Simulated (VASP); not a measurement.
Input of a VASP 6.6.1 run:

Contents of INCAR:

```
  AGGAC = 1.0
  AGGAX = 1.0
  ALDAC = 0.0
  ALDAX = 1.0
  ALGO = Normal
  EDIFF = 1E-7
  ENCUT = 520
  GGA = B5
  ISIF = 2
  ISMEAR = -1
  LASPH = True
  LCHARG = False
  LREAL = False
  LWAVE = False
  NBANDS = 19
  NELM = 60
  PREC = Accurate
  SIGMA = 0.1
```

The input KPOINTS:

```
k-points
0
Gamma
  19 19 8
```

Contents of POSCAR:

```
Cd
1.0
    3.0972784556      0.0000000000      0.0000000000
   -1.5486392278      2.6823218251      0.0000000000
    0.0000000000      0.0000000000      6.4200637829
Cd
2
Direct
    0.3333333333      0.6666666667      0.2500000000
    0.6666666667      0.3333333333      0.7500000000
```

Potentials or basis: VASP PAW PBE potentials, release 64 (Cd).

The run is started by

```sh
$ cat potpaw_PBE.64/Cd/POTCAR > POTCAR
$ mpirun -np 1 vasp_std > vasp.out
```

Question: Estimate the band gap on the k mesh.

Answer: Zero (bands 12 and 13 overlap by 3.23 eV).

Question: Predict the pressure.

Answer: 0.2 GPa.

Stress tensor (GPa, compression positive):
```
0.10 0.00 0.00
0.00 0.10 0.00
0.00 0.00 0.45
```

Caveat: the PAW data sets were made with another functional, which shifts forces and pressure a little.
